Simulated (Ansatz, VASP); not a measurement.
# Two plane-wave programs on GaN

Contents of POSCAR:

```
GaN
1.0
    0.0000000000      2.2074978911      2.2074978911
    2.2074978911      0.0000000000      2.2074978911
    2.2074978911      2.2074978911      0.0000000000
Ga N
1 1
Direct
    0.0000000000      0.0000000000      0.0000000000
    0.2500000000      0.2500000000      0.2500000000
```

File INCAR.step1:

```
SYSTEM = GaN
PREC = Accurate ; ENCUT = 1460
ISMEAR = -1 ; SIGMA = 0.05
LREAL = .False. ; LASPH = .True.
NELM = 120 ; NBANDS = 16
GGA = PE ; ALGO = Normal
EDIFF = 1E-5 ; LWAVE = .True.
LCHARG = .False. ; GGA_COMPAT = .False.
```

The input INCAR.step2:

```
SYSTEM = GaN
PREC = Accurate ; ENCUT = 1460
EDIFF = 1E-6 ; ISMEAR = -1
SIGMA = 0.05 ; LREAL = .False.
LASPH = .True. ; NELM = 120
ALGO = Normal ; ISIF = 2
LWAVE = .False. ; LCHARG = .False.
METAGGA = R2SCAN ; LMIXTAU = .True.
LUSE_VDW = .True. ; IVDW_NL = 2
BPARAM = 11.95 ; CPARAM = 0.0093
NBANDS = 16 ; ISTART = 1
GGA_COMPAT = .False.
```

Contents of KPOINTS:

```
regular mesh
0
Gamma
  10 10 10
  0 0 0
```

input.yaml

```yaml
crystal:
  lattice:
    - [0.0, 2.2074978911, 2.2074978911]
    - [2.2074978911, 0.0, 2.2074978911]
    - [2.2074978911, 2.2074978911, 0.0]
  atoms:
    - { symbol: Ga, position: [0.0, 0.0, 0.0] }
    - { symbol: "N", position: [0.25, 0.25, 0.25] }
hamiltonian:
  xc: r2scan
  pseudopotentials: { kind: paw }
  dispersion: rvv10
kpoints:
  mp_grid: { grid: [10, 10, 10] }
scf:
  occupations: { method: fermi_dirac, width: 0.05 }
output:
  forces: true
  stress: true
  eigenvalues: true
```

Alike in both runs: task single point; functional r2SCAN; dispersion rVV10; k mesh 10 × 10 × 10; occupations fermi-dirac, width 0.05 eV; no spin polarisation.

|  | VASP | Ansatz |
| --- | --- | --- |
| version | VASP 6.6.1 | Ansatz 0.2.0 |
| potentials or method | VASP PAW PBE potentials, release 64 (Ga_d, N_h) | Ansatz PAW |
| plane-wave cutoff (eV) | 1460 | 500 |
| valence electrons in the cell | 18 | 18 |

Ansatz gave:

| Property | Result |
| --- | --- |
| gap on the k mesh at the Fermi level (eV) | 2.51 |
| least direct gap on the mesh (eV) | 2.51 |
| pressure (GPa) | 11.0 |

Q: What did VASP give for the same quantities?

A: gap on the k mesh at the Fermi level (eV): 2.49; least direct gap on the mesh (eV): 2.49; pressure (GPa): 12.1.

VASP's potentials were made for PBE, not for r2SCAN.
